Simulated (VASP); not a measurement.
A run of VASP 6.6.1 is set up as follows.

INCAR

```
SYSTEM = ZnF2
ALGO = Normal ; EDIFF = 1E-6
ENCUT = 600 ; GGA = PE
GGA_COMPAT = .FALSE. ; ISIF = 2
ISMEAR = 0 ; LASPH = .TRUE.
LCHARG = .FALSE. ; LREAL = .FALSE.
LWAVE = .FALSE. ; NBANDS = 35
NELM = 120 ; PREC = Accurate
SIGMA = 0.1
```

Contents of KPOINTS:

```
k-points
0
G
  4 4 6
  0 0 0
```

Contents of POSCAR:

```
ZnF2
1.0
    4.7029442800      0.0000000000      0.0000000000
    0.0000000000      4.7029442800      0.0000000000
    0.0000000000      0.0000000000      3.1328902200
Zn F
2 4
Direct
    0.5000000000      0.5000000000      0.5000000000
    0.0000000000      0.0000000000      0.0000000000
    0.6968616200      0.6968616200      0.0000000000
    0.8031383800      0.1968616200      0.5000000000
    0.3031383800      0.3031383800      0.0000000000
    0.1968616200      0.8031383800      0.5000000000
```

Potentials or basis: VASP PAW PBE potentials, release 64 (Zn, F).

The run is started by

```console
$ cat potpaw_PBE.64/Zn/POTCAR potpaw_PBE.64/F/POTCAR > POTCAR
$ mpirun -np 1 vasp_std > vasp.out
```

(1) Estimate the largest force.

(2) What does it give for the pressure?

(3) Predict the band gap on the k mesh.

Answers

(1) 0.033 eV/Å.

(2) 6.7 GPa.

(3) 3.50 eV.

Caveat: the cell stands under pressure.
